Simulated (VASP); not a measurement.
# IrRh5 (P-6m2) in VASP: relaxation of shape and atoms at fixed volume with PBE

Aim: the relaxation of shape and atoms at fixed volume of IrRh5 with PBE.

All numbers are computed with VASP 6.6.1; they aren't measurements. Logs are shortened: lines on timing, memory, paths and dates and some standing lists are left out, and cuts for length are marked.

**1. The cell of the first run**

The structure is hexagonal, space group P-6m2 (No. 187). Conventional cell: a = 2.818 Å, b = 2.818 Å, c = 13.605 Å, α = 90.00°, β = 90.00°, γ = 120.00°. Ir (site symmetry -6m2) has 6 Rh at 2.78 Å and 6 Ir at 2.82 Å within 3.7 Å. Rh (site symmetry 3m) has 3 Ir at 2.78 Å and 9 Rh at 2.81 to 2.82 Å within 3.7 Å. Within 3.7 Å of Rh (site symmetry -6m2) lie 12 Rh at 2.79 to 2.82 Å. Within 3.7 Å of Rh (site symmetry 3m) lie 12 Rh at 2.79 to 2.82 Å.

**2. Relaxation of shape and atoms at fixed volume, PBE (15.59 Å³/atom)**

INCAR

```
ALGO = Fast
EDIFF = 1E-6
EDIFFG = -0.01
ENCUT = 600
GGA = PE
IBRION = 2
ISIF = 4
ISMEAR = 0
LASPH = T
LCHARG = F
LREAL = F
LWAVE = F
NELM = 60
NSW = 50
PREC = Accurate
SIGMA = 0.1
```

KPOINTS

```
k-points
0
Gamma
  18 18 4
```

POSCAR

```
IrRh5
1.0
    2.8175437445      0.0000000298      0.0000000000
   -1.4087718981      2.4400644441      0.0000000000
    0.0000000000      0.0000000000     13.6052813020
Ir Rh
1 5
Direct
    0.6666666667      0.3333333333      0.5000000000
    0.3333333333      0.6666666667      0.6656692498
    0.3333333333      0.6666666667      0.0000000000
    0.3333333333      0.6666666667      0.3343307502
    0.6666666667      0.3333333333      0.8337213253
    0.6666666667      0.3333333333      0.1662786747
```

Potentials or basis: VASP PAW PBE potentials, release 64 (Ir, Rh_pv).

Started as:

```bash
cat potpaw_PBE.64/Ir/POTCAR potpaw_PBE.64/Rh_pv/POTCAR > POTCAR
mpirun -np 1 vasp_std > vasp.out
```

OUTCAR:

```text
EDIFF = 1E-6
   EDIFFG = -0.01
   ENCUT = 600
   GGA = PE
   IBRION = 2
   ISIF = 4
   ISMEAR = 0
   LASPH = T
   LREAL = F
   NELM = 60
   NSW = 50
   PREC = Accurate

 ion  position               nearest neighbor table
   1  0.667  0.333  0.500-   2 2.78   4 2.78   2 2.78   4 2.78   2 2.78   4 2.78
   2  0.333  0.667  0.666-   1 2.78   1 2.78   1 2.78   5 2.81   5 2.81   5 2.81
   3  0.333  0.667  0.000-   5 2.79   6 2.79   5 2.79   6 2.79   5 2.79   6 2.79
   4  0.333  0.667  0.334-   1 2.78   1 2.78   1 2.78   6 2.81   6 2.81   6 2.81
   5  0.667  0.333  0.834-   3 2.79   3 2.79   3 2.79   2 2.81   2 2.81   2 2.81
   6  0.667  0.333  0.166-   3 2.79   3 2.79   3 2.79   4 2.81   4 2.81   4 2.81

  LATTYP: Found a hexagonal cell.
 ALAT       =     2.8175437445
 C/A-ratio  =     4.8287737603

  Lattice vectors:

 A1 = (   2.8175437445,   0.0000000298,   0.0000000000)
 A2 = (  -1.4087718981,   2.4400644441,   0.0000000000)
 A3 = (   0.0000000000,   0.0000000000,  13.6052813020)

Analysis of symmetry for initial positions (statically):
=====================================================================
 Subroutine PRICEL returns:
 Original cell was already a primitive cell.

 Routine SETGRP: Setting up the symmetry group for a
 hexagonal supercell.

 Subroutine GETGRP returns: Found 12 space group operations
 (whereof 12 operations were pure point group operations)
 out of a pool of 24 trial point group operations.

The static configuration has the point symmetry D_3h.

Analysis of symmetry for dynamics (positions and initial velocities):
=====================================================================
 Subroutine PRICEL returns:
 Original cell was already a primitive cell.

 Routine SETGRP: Setting up the symmetry group for a
 hexagonal supercell.

 Subroutine GETGRP returns: Found 12 space group operations
 (whereof 12 operations were pure point group operations)
 out of a pool of 24 trial point group operations.

The dynamic configuration has the point symmetry D_3h.

 Subroutine INISYM returns: Found 12 space group operations
 (whereof 12 operations are pure point group operations),
 and found     1 'primitive' translations

----------------------------------------------------------------------------------------

                                     Primitive cell

  volume of cell :      93.5362
[... 105 lines left out ...]
   POTIM  = 0.5000    time-step for ionic-motion
   TEBEG  =    0.0;   TEEND  =   0.0 temperature during run
   PSTRESS=    0.0 pullay stress
   NELECT =      84.0000    total number of electrons
   NUPDOWN=      -1.0000    fix difference up-down
   EMIN   =  10.00;   EMAX   =-10.00  energy-range for DOS
   EFERMI =   0.00;   METHOD = LEGACY
   ISMEAR =     0;   SIGMA  =   0.10  broadening in eV -4-tet -1-fermi 0-gaus
   EFERMI_NEDOS =   21; number of points for ismear=-14 and -15
   IALGO  =     68    algorithm
   IMIX   =      4    mixing-type and parameters
     AMIX     =   0.40;   BMIX     =  1.00
     AMIX_MAG =   1.60;   BMIX_MAG =  1.00
  volume/ion in A,a.u.               =      15.59       105.20
  Fermi-wavevector in a.u.,A,eV,Ry     =   1.579458  2.984743 33.942287  2.494688
  Thomas-Fermi vector in A             =   2.679834
   LORBIT       =      0    0 simple, 1 ext, 2 COOP (PROOUT), +10 PAW based schemes
   GGA     = PE    functional components
   LHFCALC =     F    Hartree Fock is set to
   AEXX    =    0.0000 exact exchange contribution
   IVDW    =     0    specifies the selected vdW correction
   LEPSILON=     F    determine dielectric tensor
   LRPA    =     F    only Hartree local field effects (RPA)
 conjugate gradient relaxation of ions
 non-spin polarized calculation
 RMM-DIIS sequential band-by-band and
 Gauss-broadening in eV      SIGMA  =   0.10
  energy-cutoff  :      600.00
  volume of cell :       93.54
 maximum number of plane-waves:      3163
 NGX is ok and might be reduce to    24
   NGX = 11   NGY = 11   NGZ = 55

--------------------------------------- Ionic step        1  -------------------------------------------

 number of electron      83.9999994 magnetization

 Free energy of the ion-electron system (eV)
  ---------------------------------------------------
  ext. energy  EPLUGINS =         0.00000000
  ---------------------------------------------------
  free energy    TOTEN  =       -44.39315360 eV

  energy without entropy =      -44.33942594  energy(sigma->0) =      -44.36628977

------------------------ aborting loop because EDIFF is reached ----------------------------------------

  FORCE on cell =-STRESS in cart. coord.  units (eV):
  Direction    XX          YY          ZZ          XY          YZ          ZX
  --------------------------------------------------------------------------------------
  -------------------------------------------------------------------------------------
  Total      -11.6412424    -11.6412424    -11.7597989      0.0000000      0.0000000      0.0000000
  in kB     -199.4024189   -199.4024189   -201.4331686      0.0000000      0.0000000      0.0000000
  external PRESSURE =    -200.0793355 kB  Pullay stress =       0.0000000 kB
[... 307 lines left out ...]
--------------------------------------- Ionic step        9  -------------------------------------------

 number of electron      83.9999994 magnetization

 Free energy of the ion-electron system (eV)
  ---------------------------------------------------
  ext. energy  EPLUGINS =         0.00000000
  ---------------------------------------------------
  free energy    TOTEN  =       -44.39380663 eV

  energy without entropy =      -44.34016556  energy(sigma->0) =      -44.36698609

 E-fermi :   9.6573     XC(G=0): -13.2654

 val. band max:        9.6563433954   @ k =   0.3889  -0.0000   0.2500
 cond. band min:       9.6583606018   @ k =   0.3889   0.1667   0.0000
 fundamental gap:      0.0020172064
 Fermi energy:         9.6572965917

 k-point     1 :       0.0000    0.0000    0.0000
  band No.  band energies     occupation
      1     -37.0453      2.00000
      2     -36.9889      2.00000
      3     -36.8984      2.00000
      4     -36.7238      2.00000
      5     -36.6713      2.00000
      6     -36.6713      2.00000
[... 1261 lines left out ...]
     49      13.8325      0.00000
     50      13.8738      0.00000

 [... further k-points ...]

------------------------ aborting loop because EDIFF is reached ----------------------------------------

  FORCE on cell =-STRESS in cart. coord.  units (eV):
  Direction    XX          YY          ZZ          XY          YZ          ZX
  --------------------------------------------------------------------------------------
  -------------------------------------------------------------------------------------
  Total      -11.6405385    -11.6405385    -11.6510498      0.0000000     -0.0000000      0.0000000
  in kB     -199.3903619   -199.3903619   -199.5704094      0.0000000     -0.0000000      0.0000000
  external PRESSURE =    -199.4503777 kB  Pullay stress =       0.0000000 kB
[... 21 lines left out ...]
  FREE ENERGIE OF THE ION-ELECTRON SYSTEM (eV)
  ---------------------------------------------------
  free  energy   TOTEN  =       -44.3938066288 eV

  energy  without entropy=      -44.3401655585  energy(sigma->0) =      -44.36698609

 reached required accuracy - stopping structural energy minimisation
```

OSZICAR:

```text
N       E                     dE             d eps       ncg     rms          rms(c)
DAV:   1     0.118028576326E+04    0.11803E+04   -0.54442E+04 11164   0.209E+03
DAV:   2     0.425542883287E+01   -0.11760E+04   -0.11492E+04 11374   0.633E+02
DAV:   3    -0.459094333296E+02   -0.50165E+02   -0.45810E+02 12582   0.133E+02
[... 107 lines left out ...]
RMM:   4    -0.443938142069E+02    0.91263E-06   -0.31561E-05 11671   0.346E-02    0.271E-02
RMM:   5    -0.443938076508E+02    0.65561E-05   -0.93967E-06 10277   0.198E-02    0.115E-02
RMM:   6    -0.443938087730E+02   -0.11222E-05   -0.54018E-06  9103   0.122E-02    0.149E-02
RMM:   7    -0.443938065938E+02    0.21793E-05   -0.24558E-06  6724   0.897E-03    0.330E-03
RMM:   8    -0.443938066288E+02   -0.35006E-07   -0.43546E-07  5720   0.422E-03
   9 F= -.44393807E+02 E0= -.44366986E+02  d E =-.242945E-04
```

CONTCAR:

```text
IrRh5
   1.00000000000000
     2.8182609532011798    0.0000000298269551   -0.0000000000000000
    -1.4091305024403962    2.4406855650501975   -0.0000000000000000
    -0.0000000000000000   -0.0000000000000000   13.5983574686536226
  Ir              Rh
     1     5
Direct
     0.6666666667000030    0.3333333332999970    0.5000000000000000
     0.3333333332999970    0.6666666667000030    0.6650061980839077
     0.3333333332999970    0.6666666667000030    0.0000000000000000
     0.3333333332999970    0.6666666667000030    0.3349938019160922
     0.6666666667000030    0.3333333332999970    0.8335742852766995
     0.6666666667000030    0.3333333332999970    0.1664257147233004

  0.00000000E+00  0.00000000E+00  0.00000000E+00
  0.00000000E+00  0.00000000E+00  0.00000000E+00
  0.00000000E+00  0.00000000E+00  0.00000000E+00
  0.00000000E+00  0.00000000E+00  0.00000000E+00
  0.00000000E+00  0.00000000E+00  0.00000000E+00
  0.00000000E+00  0.00000000E+00  0.00000000E+00
```

It took 76 min on 1 thread of Oxide Virtual Turin-like, shared host; peak memory 0.58 GiB.

Results:

| Item | Value |
| --- | --- |
| Free energy | -44.3938 eV |
| Energy gained by relaxing | 0.1 meV/atom |
| Ionic steps | 9 |
| Pressure after relaxing | -19.9 GPa |
| Largest force after relaxing | 0.007 eV/Å |
| Band gap on the k mesh | zero (bands 42 and 43 overlap by 1.79 eV) |

Forces on the atoms (eV/Å):
```
Ir   0.000  0.000  0.000
Rh   0.000  0.000  0.003
Rh   0.000  0.000  0.000
Rh   0.000  0.000 -0.003
Rh   0.000  0.000 -0.007
Rh   0.000  0.000  0.007
```

Step by step:
```tsv
step	energy change (eV)	largest force (eV/Å)	pressure (GPa)	volume (Å³)
1	0.0000	0.0659	-20.01	93.54
2	-0.0004	0.0379	-19.98	93.54
3	-0.0005	0.0258	-19.97	93.54
4	-0.0005	0.0192	-19.98	93.54
5	-0.0005	0.0169	-19.95	93.54
6	-0.0006	0.0147	-19.94	93.54
7	-0.0006	0.0136	-19.94	93.54
8	-0.0006	0.0147	-19.92	93.54
9	-0.0007	0.0068	-19.95	93.54
```

Final structure:
```
CELL_PARAMETERS angstrom
2.81826 0.00000 0.00000
-1.40913 2.44069 0.00000
0.00000 0.00000 13.59836
ATOMIC_POSITIONS crystal
Ir 0.66667 0.33333 0.50000
Rh 0.33333 0.66667 0.66501
Rh 0.33333 0.66667 0.00000
Rh 0.33333 0.66667 0.33499
Rh 0.66667 0.33333 0.83357
Rh 0.66667 0.33333 0.16643
```

Caveat: spin-orbit coupling is left out, which moves the levels of the heavy elements.
